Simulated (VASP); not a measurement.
**H7CN: single point with PBE+D3(BJ)**

The system is H7CN.

```
C H N
1.0
     6.95619    0.00000    0.00000
     0.00000    6.95619    0.00000
     0.00000    0.00000    6.95619
C H N
3 21 3
Direct
  0.26135 0.48302 0.40079
  0.10085 0.80810 0.85025
  0.66800 0.77005 0.31458
  0.38571 0.53719 0.49025
  0.16736 0.60594 0.36774
  0.21147 0.37772 0.50381
  0.33390 0.39296 0.28544
  0.01560 0.92430 0.94218
  0.24636 0.80577 0.91057
  0.09856 0.84574 0.69956
  0.02803 0.67340 0.88845
  0.68415 0.83104 0.46622
  0.55213 0.82327 0.22139
  0.65389 0.61295 0.32798
  0.78951 0.80443 0.21584
  0.92873 0.15915 0.75515
  0.01794 0.28510 0.58383
  0.79003 0.19971 0.58856
  0.72252 0.59113 0.87992
  0.67570 0.45950 0.70050
  0.51819 0.61541 0.76279
  0.38396 0.11486 0.61961
  0.34969 0.01742 0.84239
  0.47992 0.23823 0.81456
  0.92671 0.17096 0.61143
  0.61587 0.51267 0.81365
  0.43146 0.11191 0.75550
```

- Program: VASP 6.6.1
- Task: single point
- Functional: PBE
- Dispersion: D3(BJ)
- Potentials or basis: VASP PAW PBE potentials, release 64 (C, H, N)
- Cutoff: 520 eV
- k mesh: 1 × 1 × 1
- Occupations: fermi-dirac, width 0.05 eV
- Spin: no spin polarisation
- Dipole correction: no
- Further INCAR settings: LREAL = Auto; ALGO = Normal; EDIFF = 1e-07; NBANDS = 43

```yaml
Pressure: -0.5 GPa
Largest_force: 3.284 eV/Å
Band_gap_on_the_k_mesh: 3.49 eV
Dispersion_energy_per_atom: -0.028 eV
```

Forces on the atoms (eV/Å):
```
C    2.489 -0.440  0.634
C   -1.293  1.255  2.360
C    0.671  0.107 -0.031
H   -0.566  0.185 -0.778
H   -0.003 -0.602 -0.291
H   -0.858 -0.097  0.045
H   -0.917  1.110  0.242
H    1.112 -1.291 -1.353
H   -0.010 -0.305 -0.057
H   -0.155  0.002 -0.324
H    0.223 -0.147 -0.374
H   -0.254 -0.038 -1.558
H   -0.592  0.099  0.803
H    0.067  0.130 -0.195
H    0.234 -0.205  0.911
H    0.280 -0.358  0.923
H   -0.931 -0.331 -0.178
H   -1.453  0.584 -0.861
H   -0.319 -0.184 -0.017
H    1.297 -1.115 -2.388
H    0.582 -0.611  0.405
H   -0.280  0.239 -0.320
H    0.978  1.657 -1.028
H   -0.502 -0.282 -0.129
N    1.745 -0.023  0.017
N   -1.517  2.041  2.077
N   -0.026 -1.380  1.465
```

Stress tensor (GPa, compression positive):
```
 0.34  0.26  0.10
 0.26 -1.20 -0.49
 0.10 -0.49 -0.77
```

Levels at points of the mesh, in eV from the valence-band top:
| k point | band 20 | band 21 | band 22 | band 23 | band 24 | band 25 | band 26 | band 27 | band 28 | band 29 |
| --- | --- | --- | --- | --- | --- | --- | --- | --- | --- | --- |
| (0.00, 0.00, 0.00) | -3.48 | -3.20 | -1.24 | -0.74 | 0.00 | 3.49 | 5.72 | 5.96 | 6.09 | 6.56 |

Wall time 29 s on 1 thread of Intel(R) Xeon(R) Platinum 8488C (Sapphire Rapids), with other jobs on the host, peak memory 0.35 GiB.

Caveat: the k points lie up to 0.90 Å⁻¹ apart.
